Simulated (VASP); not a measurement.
Wanted: the native input for a VASP 6.6.1 run.

```
Task                   : single point
Functional             : r2SCAN
Potentials or basis    : VASP PAW PBE potentials, release 64 (In_d, Pd)
Cutoff                 : 520 eV
k mesh                 : 8 × 8 × 8
Occupations            : fermi-dirac, width 0.05 eV
Spin                   : no spin polarisation
Dipole correction      : no
Further INCAR settings : ALGO = Normal; EDIFF = 1e-06; NBANDS = 18
```

Crystal: InPd.

```
In Pd
1.0
     0.00000    2.67543    2.67543
     2.67543    0.00000    2.67543
     2.67543    2.67543    0.00000
In Pd
1 1
Direct
  0.00000 0.00000 0.00000
  0.50000 0.50000 0.50000
```

These files were run (other wordings do the same):

POSCAR

```
InPd
1.0
    0.0000000000      2.6754263760      2.6754263760
    2.6754263760      0.0000000000      2.6754263760
    2.6754263760      2.6754263760      0.0000000000
In Pd
1 1
Direct
    0.0000000000      0.0000000000      0.0000000000
    0.5000000000      0.5000000000      0.5000000000
```

INCAR.step1

```
PREC     = Accurate       # precision mode
ENCUT    = 520            # plane-wave cutoff, eV
ISMEAR   = -1             # smearing method
SIGMA    = 0.05           # smearing width, eV
LREAL    = False          # projectors in reciprocal space
LASPH    = True           # aspherical terms in the spheres
NELM     = 100            # most SCF steps
NBANDS   = 18             # bands
GGA      = PE             # functional
ALGO     = Normal         # electronic algorithm
EDIFF    = 1E-4           # SCF threshold, eV
LWAVE    = True           # write WAVECAR
LCHARG   = False          # write CHGCAR
```

INCAR.step2

```
PREC     = Accurate       # precision mode
ENCUT    = 520            # plane-wave cutoff, eV
EDIFF    = 1E-6           # SCF threshold, eV
ISMEAR   = -1             # smearing method
SIGMA    = 0.05           # smearing width, eV
LREAL    = False          # projectors in reciprocal space
LASPH    = True           # aspherical terms in the spheres
NELM     = 100            # most SCF steps
ALGO     = Normal         # electronic algorithm
ISIF     = 2              # what is computed and relaxed
LWAVE    = False          # write WAVECAR
LCHARG   = False          # write CHGCAR
METAGGA  = R2SCAN         # meta-GGA
LMIXTAU  = True         
NBANDS   = 18             # bands
ISTART   = 1
```

KPOINTS

```
Automatic mesh
0
Gamma
  8 8 8
```

Potentials or basis: VASP PAW PBE potentials, release 64 (In_d, Pd).

Launch:

```bash
$ cat potpaw_PBE.64/In_d/POTCAR potpaw_PBE.64/Pd/POTCAR > POTCAR
$ cp INCAR.step1 INCAR
$ mpirun -np 1 vasp_std > vasp.out
$ cp INCAR.step2 INCAR
$ mpirun -np 1 vasp_std > vasp.out
```

Results of the run:

```
Pressure               : 5.6 GPa
Band gap on the k mesh : zero (an odd number of electrons rules out a gap without spin polarisation)
```

Caveat: the cell stands under pressure; the PAW data sets were made with another functional, which shifts forces and pressure a little; spin-orbit coupling is left out, which moves the levels of the heavy elements.

Run time: 2.6 min on 1 thread of Intel Xeon 8259CL, on a shared host, peak memory 0.18 GiB.
